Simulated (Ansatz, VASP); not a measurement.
Two plane-wave programs on BaTiO3

File INCAR:

```
PREC = Accurate ; ENCUT = 520
EDIFF = 1E-8 ; ISMEAR = -1
SIGMA = 0.03 ; LREAL = F
LASPH = T ; NELM = 100
ALGO = Normal ; ISIF = 2
LWAVE = F ; LCHARG = F
GGA = PS ; LEFG = T
NBANDS = 28
```

Contents of KPOINTS:

```
Automatic mesh
0
Gamma
  7 7 7
```

The input POSCAR:

```
BaTiO3
1.0
    3.9598020000      0.0000000000      0.0000000000
    0.0000000000      3.9598020000      0.0000000000
    0.0000000000      0.0000000000      4.0180000000
Ba Ti O
1 1 3
Direct
    0.0000000000      0.0000000000      0.0000000000
    0.5000000000      0.5000000000      0.5000000000
    0.5000000000      0.5000000000      0.0000000000
    0.5000000000      0.0000000000      0.5000000000
    0.0000000000      0.5000000000      0.5000000000
```

Input for Ansatz:

```yaml
crystal:
  lattice:
    - [3.959802, 0.0, 0.0]
    - [0.0, 3.959802, 0.0]
    - [0.0, 0.0, 4.018]
  atoms:
    - { symbol: Ba, position: [0.0, 0.0, 0.0] }
    - { symbol: Ti, position: [0.5, 0.5, 0.5] }
    - { symbol: O, position: [0.5, 0.5, 0.0] }
    - { symbol: O, position: [0.5, 0.0, 0.5] }
    - { symbol: O, position: [0.0, 0.5, 0.5] }
kpoints:
  mp_grid: { grid: [7, 7, 7] }
scf:
  occupations: { method: fermi_dirac, width: 0.03 }
hamiltonian:
  xc: pbesol
  pseudopotentials: { kind: paw }
output:
  forces: true
  stress: true
  eigenvalues: true
  efg: { contact_densities: true }
```

Change from the starting cell: equal xx and yy strain of -1 %, PAW files.

Alike in both runs: task electric field gradients; functional PBEsol; k mesh 7 × 7 × 7; occupations fermi-dirac, width 0.03 eV; no spin polarisation.

```csv
,VASP,Ansatz
version,VASP 6.6.1,Ansatz 0.2.0
potentials or method,"VASP PAW PBE potentials, release 64 (Ba_sv, Ti_sv, O)","PAW with Ansatz's default frozen-core files, scalar-relativistic"
plane-wave cutoff (eV),520,420
valence electrons in the cell,40,40
```

|  | VASP | Ansatz | Ansatz less VASP |
| --- | --- | --- | --- |
| gap on the k mesh at the Fermi level (eV) | 1.78 | 1.85 | +0.071 |
| pressure (GPa) | 0.8 | -1.2 | -1.94 |
| traceless stress, the component that is largest in VASP (GPa) | -1.99 | -1.92 | +0.064 |
| size of Vzz on the site where it differs most (V/Å²) | 18.9 | 20.0 | +1.05 |

VASP's potentials were made for PBE, not for PBEsol.

Neither program's run includes spin-orbit coupling.
